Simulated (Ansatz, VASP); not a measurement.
**Lu in VASP and in Ansatz**

```
Lu
1.0
     0.00000    3.31605    3.31605
     3.31605    0.00000    3.31605
     3.31605    3.31605    0.00000
Lu
2
Direct
  0.87500 0.87500 0.87500
  0.12500 0.12500 0.12500
```

Alike in both runs: task relaxation of cell and atoms; functional PBE; k mesh 10 × 10 × 10; occupations fermi-dirac, width 0.08 eV; no spin polarisation.

```csv
,VASP,Ansatz
version,VASP 6.6.1,Ansatz 0.2.0
potentials or method,"VASP PAW PBE potentials, release 64 (Lu)","PAW with Ansatz's default frozen-core files, scalar-relativistic"
plane-wave cutoff (eV),600,420
valence electrons in the cell,50,50
```

```tsv
	VASP	Ansatz	Ansatz less VASP
relaxed volume (Å³/atom)	50.56	50.69	+0.129
relaxed cell length with the largest relative difference (Å)	5.229	5.234	+0.0045
```

Spin-orbit coupling is off throughout. Noted on VASP's run: the volume moved by over 15 % at a fixed basis, so the end points are rough.
